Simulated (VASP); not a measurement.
# CoO (Fm-3m) in VASP: notebook, part 2 of 2

VASP 6.6.1. The steps go on from the part before.

### Step 3. Single point, LDA+U, collinear spin, ferromagnetic start

The input, INCAR:

```
PREC = Accurate
ENCUT = 600
EDIFF = 1E-6
ISMEAR = 0
SIGMA = 0.2
LREAL = F
LASPH = T
NELM = 200
ALGO = Normal
ISIF = 2
LWAVE = F
LCHARG = F
ISPIN = 2
MAGMOM = 2.5 0
LORBIT = 11
LMAXMIX = 4
LDAU = T
LDAUTYPE = 2
LDAUL = 2 -1
LDAUU = 3 0
LDAUJ = 0 0
LDAUPRINT = 1
NBANDS = 18
GGA_COMPAT = F
```

The input, KPOINTS:

```
regular mesh
0
Gamma
  10 10 10
```

The input, POSCAR:

```
CoO
1.0
    0.0000000000      2.1315000000      2.1315000000
    2.1315000000      0.0000000000      2.1315000000
    2.1315000000      2.1315000000      0.0000000000
Co O
1 1
Direct
    0.0000000000      0.0000000000      0.0000000000
    0.5000000000      0.5000000000      0.5000000000
```

Potentials or basis: VASP PAW LDA potentials, release 64 (Co, O).

Launch:

```
cat potpaw_LDA.64/Co/POTCAR potpaw_LDA.64/O/POTCAR > POTCAR
mpirun -np 1 vasp_std > vasp.out
```

OUTCAR:

```text
PREC = Accurate
   ENCUT = 600
   EDIFF = 1E-6
   ISMEAR = 0
   LREAL = F
   LASPH = T
   NELM = 200
   ISIF = 2
   ISPIN = 2
   LORBIT = 11

 ion  position               nearest neighbor table
   1  0.000  0.000  0.000-   2 2.13   2 2.13   2 2.13   2 2.13   2 2.13   2 2.13
   2  0.500  0.500  0.500-   1 2.13   1 2.13   1 2.13   1 2.13   1 2.13   1 2.13

  LATTYP: Found a face centered cubic cell.
 ALAT       =     4.2630000000

  Lattice vectors:

 A1 = (   0.0000000000,   2.1315000000,   2.1315000000)
 A2 = (   2.1315000000,   0.0000000000,   2.1315000000)
 A3 = (   2.1315000000,   2.1315000000,   0.0000000000)

Analysis of symmetry for initial positions (statically):
=====================================================================
 Subroutine PRICEL returns:
 Original cell was already a primitive cell.

 Routine SETGRP: Setting up the symmetry group for a
 face centered cubic supercell.

 Subroutine GETGRP returns: Found 48 space group operations
 (whereof 48 operations were pure point group operations)
 out of a pool of 48 trial point group operations.

The static configuration has the point symmetry O_h .

Analysis of symmetry for dynamics (positions and initial velocities):
=====================================================================
 Subroutine PRICEL returns:
 Original cell was already a primitive cell.

 Routine SETGRP: Setting up the symmetry group for a
 face centered cubic supercell.

 Subroutine GETGRP returns: Found 48 space group operations
 (whereof 48 operations were pure point group operations)
 out of a pool of 48 trial point group operations.

The dynamic configuration has the point symmetry O_h .

Analysis of structural, dynamic, and magnetic symmetry:
=====================================================================
 Subroutine PRICEL returns:
 Original cell was already a primitive cell.

 Routine SETGRP: Setting up the symmetry group for a
 face centered cubic supercell.

 Subroutine GETGRP returns: Found 48 space group operations
 (whereof 48 operations were pure point group operations)
 out of a pool of 48 trial point group operations.

The overall configuration has the point symmetry O_h .

 Subroutine INISYM returns: Found 48 space group operations
 (whereof 48 operations are pure point group operations),
 and found     1 'primitive' translations

----------------------------------------------------------------------------------------

                                     Primitive cell

  volume of cell :      19.3681

  direct lattice vectors                    reciprocal lattice vectors
     0.000000000  2.131500000  2.131500000    -0.234576589  0.234576589  0.234576589
     2.131500000  0.000000000  2.131500000     0.234576589 -0.234576589  0.234576589
     2.131500000  2.131500000  0.000000000     0.234576589  0.234576589 -0.234576589

  length of vectors
[... 112 lines left out ...]
   LHFCALC =     F    Hartree Fock is set to
   AEXX    =    0.0000 exact exchange contribution
   IVDW    =     0    specifies the selected vdW correction
   LEPSILON=     F    determine dielectric tensor
   LRPA    =     F    only Hartree local field effects (RPA)
 spin polarized calculation
 Gauss-broadening in eV      SIGMA  =   0.20
  energy-cutoff  :      600.00
  volume of cell :       19.37
 maximum number of plane-waves:       659
   NGX = 13   NGY = 13   NGZ = 13

atom =   1  type =  1  l = 2

 onsite density matrix

spin component  1

  0.9654 -0.0000  0.0000 -0.0000  0.0000
 -0.0000  0.9654  0.0000  0.0000  0.0000
  0.0000  0.0000  1.0081  0.0000 -0.0000
 -0.0000  0.0000  0.0000  0.9654 -0.0000
  0.0000  0.0000 -0.0000 -0.0000  1.0081

spin component  2

  0.6523 -0.0000 -0.0000  0.0000  0.0000
 -0.0000  0.6523 -0.0000 -0.0000  0.0000
 -0.0000 -0.0000  0.1584  0.0000  0.0000
  0.0000 -0.0000  0.0000  0.6523 -0.0000
  0.0000  0.0000  0.0000 -0.0000  0.1584

 occupancies and eigenvectors

  o =  0.1584  v =  0.0000  0.0000  0.0000  0.0000  0.0000  0.0000  0.0000 -0.9993 -0.0000  0.0381      0.0000  0.0000  0.0000  0.0000  0.0000  0.0000  0.0000  0.0000  0.0000  0.0000
  o =  0.1584  v =  0.0000  0.0000  0.0000  0.0000  0.0000  0.0000  0.0000 -0.0381  0.0000 -0.9993      0.0000  0.0000  0.0000  0.0000  0.0000  0.0000  0.0000  0.0000  0.0000  0.0000
  o =  0.6523  v =  0.0000  0.0000  0.0000  0.0000  0.0000  1.0000  0.0000  0.0000  0.0000  0.0000      0.0000  0.0000  0.0000  0.0000  0.0000  0.0000  0.0000  0.0000  0.0000  0.0000
  o =  0.6523  v =  0.0000  0.0000  0.0000  0.0000  0.0000  0.0000 -0.7844 -0.0000  0.6202 -0.0000      0.0000  0.0000  0.0000  0.0000  0.0000  0.0000  0.0000  0.0000  0.0000  0.0000
  o =  0.6523  v =  0.0000  0.0000  0.0000  0.0000  0.0000  0.0000  0.6202 -0.0000  0.7844  0.0000      0.0000  0.0000  0.0000  0.0000  0.0000  0.0000  0.0000  0.0000  0.0000  0.0000
  o =  0.9654  v =  0.0000  0.9016 -0.0000  0.4325  0.0000  0.0000  0.0000  0.0000  0.0000  0.0000      0.0000  0.0000  0.0000  0.0000  0.0000  0.0000  0.0000  0.0000  0.0000  0.0000
  o =  0.9654  v =  0.0000  0.4325  0.0000 -0.9016 -0.0000  0.0000  0.0000  0.0000  0.0000  0.0000      0.0000  0.0000  0.0000  0.0000  0.0000  0.0000  0.0000  0.0000  0.0000  0.0000
  o =  0.9654  v =  1.0000  0.0000  0.0000  0.0000  0.0000  0.0000  0.0000  0.0000  0.0000  0.0000      0.0000  0.0000  0.0000  0.0000  0.0000  0.0000  0.0000  0.0000  0.0000  0.0000
  o =  1.0081  v =  0.0000  0.0000  0.0226 -0.0000  0.9997  0.0000  0.0000  0.0000  0.0000  0.0000      0.0000  0.0000  0.0000  0.0000  0.0000  0.0000  0.0000  0.0000  0.0000  0.0000
  o =  1.0081  v =  0.0000 -0.0000 -0.9997 -0.0000  0.0226  0.0000  0.0000  0.0000  0.0000  0.0000      0.0000  0.0000  0.0000  0.0000  0.0000  0.0000  0.0000  0.0000  0.0000  0.0000

 number of electron      15.0000007 magnetization       2.9818343

 Free energy of the ion-electron system (eV)
  ---------------------------------------------------
  ext. energy  EPLUGINS =         0.00000000
  ---------------------------------------------------
  free energy    TOTEN  =       -13.00011886 eV

  energy without entropy =      -12.92144666  energy(sigma->0) =      -12.96078276

 E-fermi :   7.1210     XC(G=0): -12.8618

 val. band max:        7.1199560662   @ k =   0.3000   0.2000   0.0000
 cond. band min:       7.1270088563   @ k =   0.4000   0.2000   0.1000
 fundamental gap:      0.0070527901
 Fermi energy:         7.1210289583

 spin component 1

 k-point     1 :       0.0000    0.0000    0.0000
  band No.  band energies     occupation
      1     -12.2509      1.00000
      2       2.8305      1.00000
      3       2.8305      1.00000
      4       3.1044      1.00000
      5       3.1044      1.00000
      6       3.1044      1.00000
[... 1001 lines left out ...]
     17      37.4235      0.00000
     18      38.6965      0.00000

 [... further k-points ...]

------------------------ aborting loop because EDIFF is reached ----------------------------------------

  FORCE on cell =-STRESS in cart. coord.  units (eV):
  Direction    XX          YY          ZZ          XY          YZ          ZX
  --------------------------------------------------------------------------------------
  -------------------------------------------------------------------------------------
  Total       -2.2713782     -2.2713782     -2.2713782     -0.0000000     -0.0000000     -0.0000000
  in kB     -187.8944802   -187.8944802   -187.8944802     -0.0000000     -0.0000000     -0.0000000
  external PRESSURE =    -187.8944802 kB  Pullay stress =       0.0000000 kB

 VOLUME and BASIS-vectors are now :
 -----------------------------------------------------------------------------
  energy-cutoff  :      600.00
  volume of cell :       19.37
      direct lattice vectors                 reciprocal lattice vectors
     0.000000000  2.131500000  2.131500000    -0.234576589  0.234576589  0.234576589
     2.131500000  0.000000000  2.131500000     0.234576589 -0.234576589  0.234576589
     2.131500000  2.131500000  0.000000000     0.234576589  0.234576589 -0.234576589

 POSITION                                       TOTAL-FORCE (eV/Angst)
 -----------------------------------------------------------------------------------
      0.00000      0.00000      0.00000        -0.000000     -0.000000     -0.000000
      2.13150      2.13150      2.13150         0.000000      0.000000      0.000000
 -----------------------------------------------------------------------------------
    total drift:                                0.000000     -0.000000     -0.000000

  FREE ENERGIE OF THE ION-ELECTRON SYSTEM (eV)
  ---------------------------------------------------
  free  energy   TOTEN  =       -13.0001188630 eV

  energy  without entropy=      -12.9214466561  energy(sigma->0) =      -12.96078276

 total charge

# of ion       s       p       d       tot
------------------------------------------
    1        0.301   0.365   7.161   7.828
    2        1.537   3.415   0.000   4.952
--------------------------------------------------
tot          1.838   3.780   7.161  12.779

 magnetization (x)

# of ion       s       p       d       tot
------------------------------------------
    1        0.019   0.018   2.638   2.675
    2        0.025   0.251   0.000   0.276
--------------------------------------------------
tot          0.044   0.268   2.638   2.950
```

OSZICAR:

```text
N       E                     dE             d eps       ncg     rms          rms(c)
DAV:   1     0.887653453382E+02    0.88765E+02   -0.73262E+03  3472   0.109E+03
DAV:   2    -0.894794438442E+01   -0.97713E+02   -0.83624E+02  3614   0.242E+02
DAV:   3    -0.149692379680E+02   -0.60213E+01   -0.59006E+01  3924   0.633E+01
DAV:   4    -0.150323174754E+02   -0.63080E-01   -0.63024E-01  4036   0.612E+00
DAV:   5    -0.150336330840E+02   -0.13156E-02   -0.13153E-02  4118   0.900E-01    0.159E+01
DAV:   6    -0.136285510346E+02    0.14051E+01   -0.14190E+01  4322   0.626E+01    0.189E+01
DAV:   7    -0.130283364305E+02    0.60021E+00   -0.42581E+00  4000   0.415E+01    0.831E+00
DAV:   8    -0.130022513943E+02    0.26085E-01   -0.25818E-01  4250   0.939E+00    0.452E+00
DAV:   9    -0.130190790510E+02   -0.16828E-01   -0.17036E-01  5400   0.694E+00    0.205E+00
DAV:  10    -0.129996743682E+02    0.19405E-01   -0.66375E-02  4726   0.552E+00    0.198E-01
DAV:  11    -0.130001859845E+02   -0.51162E-03   -0.67615E-03  4600   0.910E-01    0.149E-01
DAV:  12    -0.130001236896E+02    0.62295E-04   -0.38905E-04  4636   0.327E-01    0.521E-02
DAV:  13    -0.130001181284E+02    0.55612E-05   -0.72681E-05  5024   0.127E-01    0.216E-02
DAV:  14    -0.130001188881E+02   -0.75975E-06   -0.11659E-05  4612   0.484E-02    0.903E-03
DAV:  15    -0.130001188630E+02    0.25098E-07   -0.96180E-07  2234   0.124E-02
   1 F= -.13000119E+02 E0= -.12960783E+02  d E =-.786722E-01  mag=     2.9823
```

Wall time 25 s (1 thread of Intel Xeon 6975P-C, shared host); peak memory 0.15 GiB.

Results:

```
Free energy                                           : -13.0001 eV
Pressure                                              : -18.8 GPa
Band gap on the k mesh                                : zero (filled and empty bands overlap)
Net moment                                            : 2.98 μB per cell
Site moments                                          : Co +2.67; O +0.28 μB
Valence electrons inside the program's atomic spheres : Co 7.83; O 4.95
```

Eigenvalues of the final occupation matrices:
| site | spin | trace | eigenvalues |
| --- | --- | --- | --- |
| site 1 d | 1 | 4.91 | 0.97 0.97 0.97 1.01 1.01 |
| site 1 d | 2 | 2.27 | 0.16 0.16 0.65 0.65 0.65 |

Caveat: a cell with one magnetic atom can't hold antiferromagnetic order, which such compounds often take.

### Step 4. Single point, LDA+U, collinear spin, ferromagnetic start

The input, INCAR:

```
SYSTEM = CoO
  PREC = Accurate
  ENCUT = 600
  EDIFF = 1E-6
  ISMEAR = 0
  SIGMA = 0.1
  LREAL = .FALSE.
  LASPH = .TRUE.
  NELM = 200
  ALGO = Normal
  ISIF = 2
  LWAVE = .FALSE.
  LCHARG = .FALSE.
  ISPIN = 2
  MAGMOM = 2.5 0
  LORBIT = 11
  LMAXMIX = 4
  LDAU = .TRUE.
  LDAUTYPE = 2
  LDAUL = 2 -1
  LDAUU = 3 0
  LDAUJ = 0 0
  LDAUPRINT = 1
  NBANDS = 18
  GGA_COMPAT = .FALSE.
```

The input, KPOINTS:

```
Automatic mesh
0
G
  10 10 10
  0 0 0
```

POSCAR is that of step 3.

Launch:

```
cat potpaw_LDA.64/Co/POTCAR potpaw_LDA.64/O/POTCAR > POTCAR
mpirun -np 1 vasp_std > vasp.out
```

It took 25 s on 1 thread of Intel Xeon 6975P-C, shared host; peak memory 0.15 GiB.

The run converged. Its results:

```
Free energy                                           : -12.9688 eV
Pressure                                              : -19.2 GPa
Band gap on the k mesh                                : zero (filled and empty bands overlap)
Net moment                                            : 3.00 μB per cell
Site moments                                          : Co +2.68; O +0.28 μB
Valence electrons inside the program's atomic spheres : Co 7.83; O 4.95
```

Levels at points of the mesh, in eV from the Fermi level:
Spin up:
| k point | band 6 | band 7 | band 8 | band 9 | band 10 | band 11 | band 12 | band 13 |
| --- | --- | --- | --- | --- | --- | --- | --- | --- |
| (0.00, 0.00, 0.00) | -4.05 | -2.58 | -2.58 | -2.58 | 1.46 | 17.10 | 17.54 | 17.54 |
| (0.50, 0.00, 0.00) | -3.38 | -2.55 | -0.11 | -0.11 | 5.40 | 9.63 | 13.62 | 13.62 |
| (0.50, 0.50, 0.00) | -3.82 | -3.38 | -3.10 | -3.10 | 6.10 | 10.16 | 11.25 | 15.96 |
Spin down:
```csv
k point,band 2,band 3,band 4,band 5,band 6,band 7,band 8,band 9,band 10,band 11
"(0.00, 0.00, 0.00)",-2.04,-2.04,-2.04,-1.13,-1.13,-1.13,1.00,1.00,1.99,17.17
"(0.50, 0.00, 0.00)",-7.19,-3.99,-3.99,-0.11,-0.11,0.20,3.52,3.52,5.75,10.40
"(0.50, 0.50, 0.00)",-5.91,-3.31,-3.31,-2.22,0.08,0.08,1.47,1.93,6.91,10.64
```

Eigenvalues of the final occupation matrices:
| site | spin | trace | eigenvalues |
| --- | --- | --- | --- |
| site 1 d | 1 | 4.92 | 0.97 0.97 0.97 1.01 1.01 |
| site 1 d | 2 | 2.27 | 0.16 0.16 0.65 0.65 0.65 |

Caveat: a cell with one magnetic atom can't hold antiferromagnetic order, which such compounds often take. The state reached can hang on the start; a lower one may exist.

### Step 5. Single point, LDA+U, collinear spin, ferromagnetic start

The input, INCAR:

```
PREC = Accurate
ENCUT = 600
EDIFF = 1E-6
ISMEAR = 0
SIGMA = 0.05
LREAL = False
LASPH = True
NELM = 200
ALGO = Normal
ISIF = 2
LWAVE = False
LCHARG = True
ISPIN = 2
MAGMOM = 2.5 0
LORBIT = 11
LMAXMIX = 4
LDAU = True
LDAUTYPE = 2
LDAUL = 2 -1
LDAUU = 3 0
LDAUJ = 0 0
LDAUPRINT = 1
GGA = CA
LELF = True
LVHAR = True
NBANDS = 18
GGA_COMPAT = False
```

The input, KPOINTS:

```
regular mesh
0
Gamma
  10 10 10
```

POSCAR is that of step 4.

Launch:

```
cat potpaw_LDA.64/Co/POTCAR potpaw_LDA.64/O/POTCAR > POTCAR
mpirun -np 1 vasp_std > vasp.out
```

Run time: 24 s. Hardware: 1 thread of Intel Xeon 6975P-C, shared host; peak memory 0.16 GiB.

Results (log left out):

```
Free energy                                           : -12.9608 eV
Pressure                                              : -19.3 GPa
Band gap on the k mesh                                : zero (filled and empty bands overlap)
Net moment                                            : 3.00 μB per cell
Site moments                                          : Co +2.69; O +0.28 μB
Valence electrons inside the program's atomic spheres : Co 7.83; O 4.95
```

Levels at points of the mesh, in eV from the Fermi level:
Spin up:
```tsv
k point	band 6	band 7	band 8	band 9	band 10	band 11	band 12	band 13
(0.00, 0.00, 0.00)	-4.05	-2.58	-2.58	-2.58	1.45	17.10	17.54	17.54
(0.50, 0.00, 0.00)	-3.39	-2.56	-0.12	-0.12	5.39	9.63	13.62	13.62
(0.50, 0.50, 0.00)	-3.82	-3.38	-3.11	-3.11	6.10	10.16	11.24	15.96
```
Spin down:
| k point | band 2 | band 3 | band 4 | band 5 | band 6 | band 7 | band 8 | band 9 | band 10 | band 11 |
| --- | --- | --- | --- | --- | --- | --- | --- | --- | --- | --- |
| (0.00, 0.00, 0.00) | -2.04 | -2.04 | -2.04 | -1.14 | -1.14 | -1.14 | 0.99 | 0.99 | 1.99 | 17.17 |
| (0.50, 0.00, 0.00) | -7.19 | -3.99 | -3.99 | -0.12 | -0.12 | 0.20 | 3.51 | 3.51 | 5.75 | 10.40 |
| (0.50, 0.50, 0.00) | -5.91 | -3.31 | -3.31 | -2.22 | 0.07 | 0.07 | 1.46 | 1.92 | 6.90 | 10.64 |

Eigenvalues of the final occupation matrices:
| site | spin | trace | eigenvalues |
| --- | --- | --- | --- |
| site 1 d | 1 | 4.92 | 0.97 0.97 0.97 1.01 1.01 |
| site 1 d | 2 | 2.27 | 0.16 0.16 0.65 0.65 0.65 |

Caveat: a cell with one magnetic atom can't hold antiferromagnetic order, which such compounds often take.

### Step 6. The runs side by side

```csv
smearing,gap on the mesh (eV),pressure (GPa),moment (μB)
gaussian 0.3 eV,none,-18.5,2.95
gaussian 0.2 eV,none,-18.8,2.98
gaussian 0.1 eV,none,-19.2,3.00
gaussian 0.05 eV,none,-19.3,3.00
```

Alike in all rows: task single point; level LDA+U; potentials or basis VASP PAW LDA potentials, release 64 (Co, O); spin collinear, ferromagnetic start; Co d U = 3.0 eV; cell as given; k mesh 10 × 10 × 10; cutoff (eV) 600.

Every run on the cell as given and a fine mesh finds a metal.

Caveats: a cell with one magnetic atom can't hold antiferromagnetic order, which such compounds often take.

Absolute energies hang on the potentials; compare differences alone.
